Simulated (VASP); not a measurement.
Zr2F, 3 atoms in the cell. It takes space group R3m (No. 160, trigonal). The conventional cell has a = 3.250 Å, b = 3.250 Å, c = 23.665 Å, α = 90.00°, β = 90.00°, γ = 120.00°. Within 3.1 Å of Zr (site symmetry 3m) lie 3 F at 2.29 Å and 3 Zr at 3.03 Å. Within 4.2 Å of Zr (site symmetry 3m) lie 9 Zr at 3.03 to 3.25 Å and 3 F at 4.14 Å. F (site symmetry 3m) has 3 Zr at 2.29 Å within 3.0 Å. 

```yaml
Program: VASP 6.6.1
Task: single point
Functional: PBE
Potentials_or_basis: VASP PAW PBE potentials, release 64 (Zr_sv, F)
Cutoff: 520 eV
k_mesh: 18 × 18 × 18
Occupations: gaussian, width 0.1 eV
Spin: no spin polarisation
Dipole_correction: no
Further_INCAR_settings: ALGO = Normal; EDIFF = 1e-06; NBANDS = 22
```

Potentials or basis: VASP PAW PBE potentials, release 64 (Zr_sv, F).

Launch:

```bash
$ cat potpaw_PBE.64/Zr_sv/POTCAR potpaw_PBE.64/F/POTCAR > POTCAR
$ mpirun -np 1 vasp_std > vasp.out
```

Hardware: 1 thread of Intel Xeon 8259CL (shared host).

Question: Estimate the wall time of this run.

Answer: It took 2.1 h on 1 thread of Intel Xeon 8259CL (shared host), peak memory 1.1 GiB. Counts: scf iterations 15, k points 580.
